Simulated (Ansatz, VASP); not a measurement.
# GaAs: VASP beside Ansatz

```
Ga As
1.0
     0.00000    2.74809    2.74809
     2.74809    0.00000    2.74809
     2.74809    2.74809    0.00000
Ga As
1 1
Direct
  0.00000 0.00000 0.00000
  0.25000 0.25000 0.25000
```

Change from the starting cell: hydrostatic strain -3.0%.

Alike in both runs: task single point; functional PBE; k mesh 8 × 8 × 8; occupations fermi-dirac, width 0.02 eV; no spin polarisation.

```csv
,VASP,Ansatz
version,VASP 6.6.1,Ansatz 0.2.0
potentials or method,"VASP PAW PBE potentials, release 64 (Ga_d, As)","plane waves, PAW"
plane-wave cutoff (eV),520,420
valence electrons in the cell,18,28
```

Ansatz gave:

```
gap on the k mesh at the Fermi level (eV) : 1.17
pressure (GPa)                            : 11.0
```

Q: Estimate VASP's values.

A: gap on the k mesh at the Fermi level (eV): 1.18; pressure (GPa): 11.3.

With one functional, cell and mesh, what is left measures potentials, basis and numerics. VASP's potentials hold 18 valence electrons a cell and Ansatz's 28, so a difference there can come from the potentials and not from the codes.
